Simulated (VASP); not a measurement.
Crystal: Rh.

```
CELL_PARAMETERS angstrom
2.47000 0.00000 0.00000
0.00000 2.47000 0.00000
0.00000 0.00000 2.47000
ATOMIC_POSITIONS crystal
Rh 0.00000 0.00000 0.00000
```

* Program: VASP 6.6.1
* Task: relaxation of cell and atoms
* Functional: PBE
* Potentials or basis: VASP PAW PBE potentials, release 64 (Rh_pv)
* Cutoff: 600 eV
* k mesh: 7 × 7 × 7
* Occupations: methfessel-paxton, width 0.05 eV
* Spin: no spin polarisation

At the start: pressure 17.5 GPa; volume 15.07 Å³/atom.

Problem. How do energy, volume and symmetry change on relaxing?

Solution. Over 4 steps the energy falls by 60.5 meV/atom and the volume is 16.28 Å³/atom (+8.0 %); space group Pm-3m (No. 221, to 0.05 Å).

Step by step:
```
step  energy change (eV)  largest force (eV/Å)  pressure (GPa)  volume (Å³)
   1              0.0000                0.0000           17.46        15.07
   2              0.1264                0.0000          -19.04        18.94
   3             -0.0604                0.0000           -0.66        16.33
   4             -0.0605                0.0000           -0.13        16.28
```

Final structure:
```
Rh
1.0
     2.53445    0.00000    0.00000
     0.00000    2.53445    0.00000
     0.00000    0.00000    2.53445
Rh
1
Direct
  0.00000 0.00000 0.00000
```

Caveat: the k points lie up to 0.35 Å⁻¹ apart in the final cell.
